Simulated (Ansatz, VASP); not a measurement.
## C: VASP beside Ansatz

Contents of INCAR:

```
SYSTEM = C
PREC = Accurate
ENCUT = 600
EDIFF = 1E-6
ISMEAR = 0
SIGMA = 0.1
LREAL = .False.
LASPH = .True.
NELM = 60
ALGO = Normal
ISIF = 3
LWAVE = .False.
LCHARG = .False.
GGA = PE
IBRION = 2
NSW = 80
EDIFFG = -0.05
```

KPOINTS

```
Automatic mesh
0
Gamma
  8 8 8
  0 0 0
```

POSCAR

```
C
1.0
    0.0000000000      2.1557119985      2.1557119985
    2.1557119985      0.0000000000      2.1557119985
    2.1557119985      2.1557119985      0.0000000000
C
2
Direct
    0.2500000000      0.2500000000      0.2500000000
    0.0000000000      0.0000000000      0.0000000000
```

Input for Ansatz:

```yaml
crystal:
  lattice:
    - [0.0, 2.1557119985, 2.1557119985]
    - [2.1557119985, 0.0, 2.1557119985]
    - [2.1557119985, 2.1557119985, 0.0]
  atoms:
    - { symbol: C, position: [0.25, 0.25, 0.25] }
    - { symbol: C, position: [0.0, 0.0, 0.0] }
basis:
  ecutwfc: 420
kpoints:
  mp_grid: { grid: [8, 8, 8] }
hamiltonian:
  xc: pbe
scf:
  occupations: { method: gaussian, width: 0.1 }
output:
  forces: true
  stress: true
  eigenvalues: true
relax:
  adjacent_minimum: "off"
  f_tol: 0.05
  max_steps: 60
  cell: { stress_tol: 0.5 }
```

Alike in both runs: task relaxation of cell and atoms; functional PBE; k mesh 8 × 8 × 8; occupations gaussian, width 0.1 eV; no spin polarisation.

|  | VASP | Ansatz |
| --- | --- | --- |
| version | VASP 6.6.1 | Ansatz 0.2.0 |
| potentials or method | VASP PAW PBE potentials, release 64 (C), cutoff 600 eV | scalar-relativistic, plane waves, PAW |
| valence electrons in the cell | 8 | 8 |

|  | VASP | Ansatz | Ansatz less VASP |
| --- | --- | --- | --- |
| gap on the k mesh at the Fermi level, each at its own relaxed structure (eV) | 4.13 | 4.13 | +0.001 |
| relaxed volume (Å³/atom) | 5.69 | 5.70 | +0.010 |
| relaxed cell length with the largest relative difference (Å) | 2.524 | 2.526 | +0.0015 |

Noted on VASP's run: the volume moved by over 15 % at a fixed basis, so the end points are rough.
